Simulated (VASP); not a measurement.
Input of a VASP 6.6.1 run:

File INCAR:

```
PREC = Accurate ; ENCUT = 520
EDIFF = 1E-7 ; ISMEAR = -1
SIGMA = 0.05 ; LREAL = False
LASPH = True ; NELM = 150
ALGO = Normal ; ISIF = 2
LWAVE = False ; LCHARG = False
ISPIN = 2 ; MAGMOM = 1 0
LORBIT = 11 ; LMAXMIX = 4
GGA = RE ; NBANDS = 19
```

KPOINTS

```
Automatic mesh
0
Gamma
  11 11 11
```

Contents of POSCAR:

```
NiO
1.0
    0.0000000000      2.1133508634      2.1133508634
    2.1133508634      0.0000000000      2.1133508634
    2.1133508634      2.1133508634      0.0000000000
Ni O
1 1
Direct
    0.0000000000      0.0000000000      0.0000000000
    0.5000000000      0.5000000000      0.5000000000
```

Potentials or basis: VASP PAW PBE potentials, release 64 (Ni, O).

Command:

```bash
$ cat potpaw_PBE.64/Ni/POTCAR potpaw_PBE.64/O/POTCAR > POTCAR
$ mpirun -np 1 vasp_std > vasp.out
```

(1) Estimate the pressure.

(2) What does it give for the site moments?

(3) Predict the net moment.

## Answers

(1) 3.6 GPa.

(2) Ni +1.52; O +0.29 μB.

(3) 1.85 μB per cell.

Caveat: the PAW data sets were made with another functional, which shifts forces and pressure a little; a cell with one magnetic atom can't hold antiferromagnetic order, which such compounds often take.
